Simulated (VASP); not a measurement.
A run of VASP 6.6.1 is set up as follows.

The input POSCAR:

```
Si16Ag
1.0
    0.0000000000      5.4437023800     -5.4437023800
    5.4437023800      5.4437023800      0.0000000000
    5.4437023800      0.0000000000     -5.4437023800
Si Ag
16 1
Direct
    0.1227292481      0.1440582981      0.1214659535
    0.1282003407      0.6162095695      0.1252334262
    0.6096105680      0.1439930851      0.1214617284
    0.6252148377      0.6580057560      0.0893613328
    0.1177307199      0.1238660663      0.6385304995
    0.1342011280      0.6240895925      0.6217996069
    0.6200854243      0.1448052162      0.6128500912
    0.6177761504      0.6240658035      0.6217958411
    0.2649456931      0.7455432382      0.2451372994
    0.2420966298      0.2463303293      0.2673426831
    0.7422598111      0.7454736164      0.2451297677
    0.7342586389      0.2945204179      0.2347961756
    0.2465024548      0.7506578638      0.7542004896
    0.2491547857      0.2518406416      0.7515848984
    0.7563455370      0.7605676635      0.7245798401
    0.7452750383      0.2518134542      0.7515839799
   -0.1147138393     -0.0864578860      0.3137197592
```

The input INCAR.step1:

```
SYSTEM = Si16Ag
PREC = Accurate
ENCUT = 520
ISMEAR = 0
SIGMA = 0.02
LREAL = Auto
LASPH = .TRUE.
NELM = 60
NBANDS = 52
NELECT = 74.0
GGA = PE
ALGO = Normal
EDIFF = 1E-4
LWAVE = .TRUE.
LCHARG = .FALSE.
```

Contents of INCAR.step2:

```
SYSTEM = Si16Ag
PREC = Accurate
ENCUT = 520
EDIFF = 1E-6
ISMEAR = 0
SIGMA = 0.02
LREAL = Auto
LASPH = .TRUE.
NELM = 60
ALGO = Normal
ISIF = 2
LWAVE = .FALSE.
LCHARG = .FALSE.
METAGGA = R2SCAN
LMIXTAU = .TRUE.
NBANDS = 52
NELECT = 74.0
ISTART = 1
```

KPOINTS

```
Automatic mesh
0
G
  2 2 2
  0 0 0
```

Potentials or basis: VASP PAW PBE potentials, release 64 (Si, Ag).

Command:

```console
$ cat potpaw_PBE.64/Si/POTCAR potpaw_PBE.64/Ag/POTCAR > POTCAR
$ cp INCAR.step1 INCAR
$ mpirun -np 1 vasp_std > vasp.out
$ cp INCAR.step2 INCAR
$ mpirun -np 1 vasp_std > vasp.out
```

Question: Estimate the largest force.

Answer: 0.018 eV/Å.

Forces on the atoms (eV/Å):
```
Si  -0.004 -0.003  0.001
Si   0.002  0.000 -0.001
Si  -0.003  0.004 -0.002
Si   0.001 -0.012 -0.014
Si  -0.003  0.005  0.004
Si   0.000 -0.004 -0.001
Si  -0.004 -0.003 -0.001
Si   0.000  0.000 -0.005
Si  -0.006  0.008 -0.001
Si  -0.007  0.009  0.010
Si  -0.004  0.000  0.009
Si   0.003  0.002  0.003
Si  -0.003  0.002  0.002
Si  -0.001  0.002  0.000
Si   0.012 -0.006 -0.005
Si   0.000  0.002  0.003
Ag   0.016 -0.005 -0.003
```

Caveat: the k points lie up to 0.50 Å⁻¹ apart; the cell carries a net charge on a neutralising background, which shifts energy and pressure; the PAW data sets were made with another functional, which shifts forces and pressure a little.
